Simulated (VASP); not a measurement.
A run of VASP 6.6.1 is set up as follows.

The input INCAR:

```
ALGO = Normal
EDIFF = 1E-6
ENCUT = 500
GGA = PE
GGA_COMPAT = False
ISIF = 2
ISMEAR = 0
LASPH = True
LCHARG = False
LREAL = False
LWAVE = False
NBANDS = 32
NELM = 120
PREC = Accurate
SIGMA = 0.15
```

File KPOINTS:

```
k-points
0
Gamma
  3 3 2
```

POSCAR

```
TeAu2S3
1.0
    4.9824720302     -0.0000000031      0.0000000000
   -2.4912360124      4.3149473533      0.0000000000
    0.0000000000      0.0000000000      5.3610838795
Te S Au
1 3 2
Direct
    0.0000000000      0.0000000000      0.0000000000
    0.3333333333      0.6666666667      0.5000000000
    0.6666666667      0.3333333333      0.5000000000
    0.0000000000      0.0000000000      0.5000000000
    0.3333333333      0.6666666667      0.0000000000
    0.6666666667      0.3333333333      0.0000000000
```

Potentials or basis: VASP PAW PBE potentials, release 64 (Te, S, Au).

The run is started by

```bash
$ cat potpaw_PBE.64/Te/POTCAR potpaw_PBE.64/S/POTCAR potpaw_PBE.64/Au/POTCAR > POTCAR
$ mpirun -np 1 vasp_std > vasp.out
```

What does it give for the band gap on the k mesh?

Zero (bands 23 and 24 overlap by 1.10 eV).

Predict the pressure.

-0.3 GPa.

Caveat: the k points lie up to 0.59 Å⁻¹ apart, too coarse for converged energies and pressures of a metal; spin-orbit coupling is left out, which moves the levels of the heavy elements.
